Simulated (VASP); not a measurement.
Write the native input for VASP 6.6.1 that does the following.

| Property | Result |
| --- | --- |
| Task | single point |
| Functional | LDA |
| Potentials or basis | VASP PAW LDA potentials, release 64 (C, Se) |
| Cutoff | 520 eV |
| k mesh | 2 × 2 × 1 |
| Occupations | fermi-dirac, width 0.05 eV |
| Spin | no spin polarisation |
| Dipole correction | no |
| Further INCAR settings | LREAL = Auto; ALGO = Normal; EDIFF = 1e-06; NBANDS = 54 |

The structure of C18Se lies in POSCAR:

```
C18Se
1.0
    7.3980000000      0.0000000000      0.0000000000
   -3.6990000000      6.4068560000      0.0000000000
    0.0000000000      0.0000000000     11.0000000000
C Se
18 1
Direct
   -0.0229656987     -0.0169505917      0.1314181818
    0.1990641177      0.1051841964      0.0981818182
    0.0070222691      0.3473778715      0.1376181818
    0.2085807383      0.4453042179      0.1057272727
   -0.0287333782      0.6533469771      0.1107181818
    0.1995404389      0.7771830676      0.1236363636
    0.3050002096     -0.0115189104      0.1173818182
    0.5474662423      0.1185604921      0.1183636364
    0.3133319012      0.3227167896      0.0878545455
    0.5308482625      0.4300393204      0.1131909091
    0.3161603847      0.6551107126      0.0952636364
    0.5332710917      0.7676776253      0.0995090909
    0.6384989901     -0.0154053720      0.1278454545
    0.8693110535      0.1116148076      0.1385000000
    0.6571916787      0.3457702187      0.1093454545
    0.8895216430      0.4441960300      0.1195000000
    0.6389198513      0.6514271587      0.1041818182
    0.8497910989      0.7548944443      0.1214909091
    0.8806692634      1.0043771859      0.3141363636
```

One way to write it, as run:

INCAR

```
SYSTEM = C18Se
PREC = Accurate ; ENCUT = 520
EDIFF = 1E-6 ; ISMEAR = -1
SIGMA = 0.05 ; LREAL = Auto
LASPH = .True. ; NELM = 80
ALGO = Normal ; ISIF = 2
LWAVE = .False. ; LCHARG = .False.
NBANDS = 54
```

KPOINTS

```
regular mesh
0
Gamma
  2 2 1
  0 0 0
```

Potentials or basis: VASP PAW LDA potentials, release 64 (C, Se).

The run is started by

```sh
$ cat potpaw_LDA.64/C/POTCAR potpaw_LDA.64/Se/POTCAR > POTCAR
$ mpirun -np 1 vasp_std > vasp.out
```

Results of the run:

```json
{
 "Largest force": "6.653 eV/Å",
 "Band gap on the k mesh": "0.48 eV (least direct gap 0.50 eV)"
}
```

Caveat: the k points lie up to 0.49 Å⁻¹ apart; the atoms stand as in a frame of molecular dynamics; there is no dipole correction, which matters where the two faces differ.

Run time: 3.3 min on 1 thread of Intel(R) Xeon(R) 6975P-C (Granite Rapids) (shared host), peak memory 0.44 GiB.
